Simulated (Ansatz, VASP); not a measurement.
Given: the input of a run of Ansatz 0.2.0 on InSe.

Contents of input.yaml:

```yaml
crystal:
  lattice:
    - [5.787288392, -2.0408589492, 0.0]
    - [5.787288392, 2.0408589492, 0.0]
    - [-1.7116673433, 0.0, 4.739324424]
  atoms:
    - { symbol: In, position: [0.88820325, 0.88820325, 0.04684136] }
    - { symbol: In, position: [0.11179675, 0.11179675, 0.95315864] }
    - { symbol: Se, position: [0.66092759, 0.66092759, 0.66895562] }
    - { symbol: Se, position: [0.33907241, 0.33907241, 0.33104438] }
hamiltonian:
  xc: r2scan
  pseudopotentials: { kind: paw }
kpoints:
  mp_grid: { grid: [7, 7, 6] }
scf:
  occupations: { method: fermi_dirac, width: 0.05 }
output:
  forces: true
  stress: true
  eigenvalues: true
```

Potentials or basis: Ansatz PAW.

Launch:

```sh
$ ansatz run input.yaml --threads 1 --pin off --max-ram 3584MiB --backend cpu --events-out ev --progress --plain --runs-dir out
```

Question: Set up the same calculation for VASP 6.6.1. Potentials there: VASP PAW PBE potentials, release 64 (In_d, Se).

Answer: As run (the cutoff follows the program's own potentials):

POSCAR

```
InSe
1.0
    5.7872883920     -2.0408589492      0.0000000000
    5.7872883920      2.0408589492      0.0000000000
   -1.7116673433      0.0000000000      4.7393244240
In Se
2 2
Direct
    0.8882032500      0.8882032500      0.0468413600
    0.1117967500      0.1117967500      0.9531586400
    0.6609275900      0.6609275900      0.6689556200
    0.3390724100      0.3390724100      0.3310443800
```

The input INCAR.step1:

```
SYSTEM = InSe
  ALGO = Normal
  EDIFF = 1E-4
  ENCUT = 520
  GGA = PE
  ISMEAR = -1
  LASPH = .TRUE.
  LCHARG = .FALSE.
  LREAL = .FALSE.
  LWAVE = .TRUE.
  NBANDS = 27
  NELM = 80
  PREC = Accurate
  SIGMA = 0.05
```

INCAR.step2

```
SYSTEM = InSe
  ALGO = Normal
  EDIFF = 1E-7
  ENCUT = 520
  ISIF = 2
  ISMEAR = -1
  ISTART = 1
  LASPH = .TRUE.
  LCHARG = .FALSE.
  LMIXTAU = .TRUE.
  LREAL = .FALSE.
  LWAVE = .FALSE.
  METAGGA = R2SCAN
  NBANDS = 27
  NELM = 80
  PREC = Accurate
  SIGMA = 0.05
```

Contents of KPOINTS:

```
k-points
0
G
  7 7 6
  0 0 0
```

Potentials or basis: VASP PAW PBE potentials, release 64 (In_d, Se).

Command:

```bash
$ cat potpaw_PBE.64/In_d/POTCAR potpaw_PBE.64/Se/POTCAR > POTCAR
$ cp INCAR.step1 INCAR
$ mpirun -np 1 vasp_std > vasp.out
$ cp INCAR.step2 INCAR
$ mpirun -np 1 vasp_std > vasp.out
```

Both were run:

|  | VASP | Ansatz | Ansatz less VASP |
| --- | --- | --- | --- |
| gap on the k mesh at the Fermi level (eV) | 1.54 | 1.55 | +0.004 |
| least direct gap on the mesh (eV) | 1.69 | 1.69 | +0.004 |
| pressure (GPa) | 1.1 | 1.0 | -0.04 |
| traceless stress, the component that is largest in VASP (GPa) | -0.13 | -0.11 | +0.014 |
| rms of the force components (eV/Å) | 0.080 | 0.073 | -0.0070 |

VASP's potentials were made for PBE, not for r2SCAN. Atom by atom the forces differ by 0.007 eV/Å (rms over components). VASP's potentials hold 38 valence electrons a cell and Ansatz's 58, so a difference there can come from the potentials and not from the codes.

Noted on Ansatz's run: odd divisions of the mesh miss points on the zone boundary, where band edges often lie, so the gap on the mesh can be too wide.
